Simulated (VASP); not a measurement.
CoBr4, 5 atoms in the cell. Symmetry: Im-3m, No. 229, cubic system. Conventional cell: a = 6.707 Å, b = 6.707 Å, c = 6.707 Å, α = 90.00°, β = 90.00°, γ = 90.00°. Co (site symmetry m-3m) has 8 Br at 2.90 Å within 3.8 Å. Within 3.8 Å of Br (site symmetry -3m) lie 2 Co at 2.90 Å and 6 Br at 3.35 Å. The cell was generated, and may not be a known phase.

- Program: VASP 6.6.1
- Task: single point
- Functional: PBE
- Potentials or basis: VASP PAW PBE potentials, release 64 (Co, Br)
- Cutoff: 520 eV
- k mesh: 4 × 4 × 4
- Occupations: gaussian, width 0.1 eV
- Spin: collinear spin, ferromagnetic start
- Starting moments: [3.0, 0.0, 0.0, 0.0, 0.0] μB
- Dipole correction: no
- Further INCAR settings: ALGO = Normal; EDIFF = 1e-06; NBANDS = 30

Potentials or basis: VASP PAW PBE potentials, release 64 (Co, Br).

Run with:

```sh
$ cat potpaw_PBE.64/Co/POTCAR potpaw_PBE.64/Br/POTCAR > POTCAR
$ mpirun -np 1 vasp_std > vasp.out
```

Hardware: 1 thread of Intel Xeon 8259CL, with other jobs on the host.

Problem. How long does it take, and how much memory?

Solution. It took 5.5 min on 1 thread of Intel Xeon 8259CL, on a shared host, peak memory 0.38 GiB. Counts: scf iterations 25, k points 8.
